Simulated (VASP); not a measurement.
## CdTe (CsCl type): single point with PBE

The system is CdTe (CsCl type).

```
Cd Te
1.0
     3.62777    0.00000    0.00000
     0.00000    3.62777    0.00000
     0.00000    0.00000    3.62777
Cd Te
1 1
Direct
  0.00000 0.00000 0.00000
  0.50000 0.50000 0.50000
```

This cell differs from its parent crystal: volume scaled by 0.88.

| Property | Result |
| --- | --- |
| Program | VASP 6.6.1 |
| Task | single point |
| Functional | PBE |
| Potentials or basis | VASP PAW PBE potentials, release 64 (Cd, Te) |
| Cutoff | 520 eV |
| k mesh | 11 × 11 × 11 |
| Occupations | fermi-dirac, width 0.05 eV |
| Spin | no spin polarisation |

| Item | Value |
| --- | --- |
| Pressure | 8.2 GPa |
| Band gap on the k mesh | zero (band 9 reaches 6.72 eV, above the bottom of band 10 at 4.92 eV) |

Levels at points of the mesh, in eV from the Fermi level:
```tsv
k point	band 6	band 7	band 8	band 9	band 10	band 11	band 12	band 13
(0.00, 0.00, 0.00)	-8.55	-1.21	-1.21	-1.21	-0.76	4.74	4.74	10.35
```

Run time: 24 s on 1 thread of Intel(R) Xeon(R) Platinum 8259CL CPU @ 2.50GHz (Skylake/Cascade Lake), with other jobs on the host, peak memory 0.18 GiB.

Caveat: spin-orbit coupling is left out, which moves the levels of the heavy elements.
